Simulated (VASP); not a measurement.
TaTe, 2 atoms in the cell. It takes space group F-43m (No. 216, cubic). The conventional cell has a = 6.234 Å, b = 6.234 Å, c = 6.234 Å, α = 90.00°, β = 90.00°, γ = 90.00°. Within 3.6 Å of Ta (site symmetry -43m) lie 4 Te at 2.70 Å. Within 3.6 Å of Te (site symmetry -43m) lie 4 Ta at 2.70 Å. 

- Program: VASP 6.6.1
- Task: elastic constants
- Functional: PBEsol
- Potentials or basis: VASP PAW PBE potentials, release 64 (Ta_pv, Te)
- Cutoff: 600 eV
- k mesh: 8 × 8 × 8
- Occupations: gaussian, width 0.05 eV
- Spin: collinear spin
- Starting moments: [1.29, 0.0] μB
- Dipole correction: no
- Ions in elastic constants: relaxed
- Further INCAR settings: ALGO = Normal; EDIFF = 1e-08; NBANDS = 20; IBRION = 6; POTIM = 0.015; NSW = 1; ISIF = 3

Potentials or basis: VASP PAW PBE potentials, release 64 (Ta_pv, Te).

Run with:

```console
$ cat potpaw_PBE.64/Ta_pv/POTCAR potpaw_PBE.64/Te/POTCAR > POTCAR
$ mpirun -np 1 vasp_std > vasp.out
```

Hardware: 1 thread of Oxide Virtual Turin-like Processor (shared host).

Task: Estimate the wall time of this run.

Result: Wall time 120 min on 1 thread of Oxide Virtual Turin-like Processor (shared host), peak memory 0.68 GiB. Counts: scf iterations 223, k points 29.
